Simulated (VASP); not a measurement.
A run of VASP 6.6.1:

INCAR

```
  PREC = Accurate
  ENCUT = 520
  EDIFF = 1E-6
  ISMEAR = 0
  SIGMA = 0.15
  LREAL = F
  LASPH = T
  NELM = 100
  ALGO = Normal
  ISIF = 2
  LWAVE = F
  LCHARG = F
  GGA = PS
  NBANDS = 12
```

KPOINTS

```
regular mesh
0
Gamma
  22 22 22
```

File POSCAR:

```
Zn
1.0
   -1.5690370000      1.5690370000      1.5690370000
    1.5690370000     -1.5690370000      1.5690370000
    1.5690370000      1.5690370000     -1.5690370000
Zn
1
Direct
    0.0000000000      0.0000000000      0.0000000000
```

Potentials or basis: VASP PAW PBE potentials, release 64 (Zn).

Launch:

```console
$ cat potpaw_PBE.64/Zn/POTCAR > POTCAR
$ mpirun -np 1 vasp_std > vasp.out
```

Hardware: 1 thread of AMD EPYC 9R45 96-Core Processor (Zen 5) (shared host).

Q: How long does it take, and how much memory?

A: Run time: 25 s on 1 thread of AMD EPYC 9R45 96-Core Processor (Zen 5), on a shared host, peak memory 0.14 GiB. Counts: scf iterations 10, k points 328.
